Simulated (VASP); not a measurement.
Crystal: GaAs.

```
As Ga
1.0
     0.00000    2.84557    2.84557
     2.84557    0.00000    2.84557
     2.84557    2.84557    0.00000
As Ga
1 1
Direct
  0.75000 0.75000 0.75000
  0.00000 0.00000 0.00000
```

Base run:

```yaml
Program: VASP 6.6.1
Functional: PBEsol
Potentials_or_basis: VASP PAW PBE potentials, release 64 (As, Ga_d)
Cutoff: 520 eV
k_mesh: 8 × 8 × 8
Occupations: fermi-dirac, width 0.05 eV
Spin: no spin polarisation
```

Its results: band gap on the k mesh 0.31 eV, direct; pressure -1.0 GPa.

**Question.** After a change of settings the same cell gave: band gap on the k mesh 0.18 eV, direct; pressure -2.9 GPa. Which change was it?
A. functional from PBEsol to RPBE; dispersion from none to D3(BJ)
B. functional from PBEsol to BLYP
C. functional from PBEsol to PBE; further incar settings from ALGO = Normal; EDIFF = 1e-06; NBANDS = 16 to ALGO = Normal; EDIFF = 1e-07; NBANDS = 16
D. functional from PBEsol to LDA; potentials or basis from VASP PAW PBE potentials, release 64 (As, Ga_d) to VASP PAW LDA potentials, release 64 (As, Ga_d)

**Answer.** D.

Caveats: the PAW data sets were made with another functional, which shifts forces and pressure a little (some runs).
